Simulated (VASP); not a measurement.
Runs of VASP 6.6.1 on Cd. The structure is that of space group P6_3/mmc (No. 194), or close to it. The cells are those of the table. 

| cell | k mesh | gap on the mesh (eV) | pressure (GPa) |
| --- | --- | --- | --- |
| a = 3.250, b = 3.250, c = 10.649 Å, angles 90.0, 90.0, 120.0°, 4 atoms | 15 × 15 × 4 | none | 0.1 |
| a = 3.293, b = 3.293, c = 10.790 Å, angles 90.0, 90.0, 120.0°, 4 atoms | 13 × 13 × 4 | none | -1.0 |
| a = 3.334, b = 3.334, c = 10.926 Å, angles 90.0, 90.0, 120.0°, 4 atoms | 13 × 13 × 4 | none | -1.7 |
| a = 3.375, b = 3.375, c = 11.059 Å, angles 90.0, 90.0, 120.0°, 4 atoms | 13 × 13 × 4 | none | (a) |

Alike in all rows: task single point; level RPBE; potentials or basis VASP PAW PBE potentials, release 64 (Cd); no spin polarisation; cutoff (eV) 520; smearing fermi-dirac 0.1 eV.

Fill in the values left out.

(a) -2.3.

Caveats: the PAW data sets were made with another functional, which shifts forces and pressure a little.

A k mesh can miss the band edges, and the runs leave out spin-orbit coupling on Cd.

A gap of «none» marks levels without a gap at the run's occupations.
